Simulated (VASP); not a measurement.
Wanted: the native input for a VASP 6.6.1 run.

```yaml
Task: single point
Functional: RPBE
Dispersion: D3(BJ)
Potentials_or_basis: VASP PAW PBE potentials, release 64 (In_d, P)
Cutoff: 520 eV
k_mesh: 8 × 8 × 8
Occupations: fermi-dirac, width 0.05 eV
Spin: no spin polarisation
Dipole_correction: no
Further_INCAR_settings: ALGO = Normal; EDIFF = 1e-06; NBANDS = 16
```

The structure of InP lies in POSCAR:

```
InP
1.0
    0.0000000000      2.5947126891      2.5947126891
    2.5947126891      0.0000000000      2.5947126891
    2.5947126891      2.5947126891      0.0000000000
In P
1 1
Direct
    0.0000000000      0.0000000000      0.0000000000
    0.5000000000      0.5000000000      0.5000000000
```

These files were run (other wordings do the same):

INCAR

```
SYSTEM = InP
ALGO = Normal ; EDIFF = 1E-6
ENCUT = 520 ; GGA = RP
ISIF = 2 ; ISMEAR = -1
IVDW = 12 ; LASPH = .TRUE.
LCHARG = .FALSE. ; LREAL = .FALSE.
LWAVE = .FALSE. ; NBANDS = 16
NELM = 80 ; PREC = Accurate
SIGMA = 0.05
```

KPOINTS

```
k-points
0
G
  8 8 8
  0 0 0
```

Potentials or basis: VASP PAW PBE potentials, release 64 (In_d, P).

The run is started by

```bash
$ cat potpaw_PBE.64/In_d/POTCAR potpaw_PBE.64/P/POTCAR > POTCAR
$ mpirun -np 1 vasp_std > vasp.out
```

Results of the run:

```
Pressure                   : -0.1 GPa
Band gap on the k mesh     : zero (band 9 reaches 10.15 eV, above the bottom of band 10 at 7.57 eV)
Dispersion energy per atom : -2.310 eV
```

Caveat: the PAW data sets were made with another functional, which shifts forces and pressure a little; spin-orbit coupling is left out, which moves the levels of the heavy elements; pairwise dispersion overbinds metals, which lowers pressure and volume.

It took 26 s on 1 thread of Intel Xeon 8259CL, with other jobs on the host, peak memory 0.17 GiB.
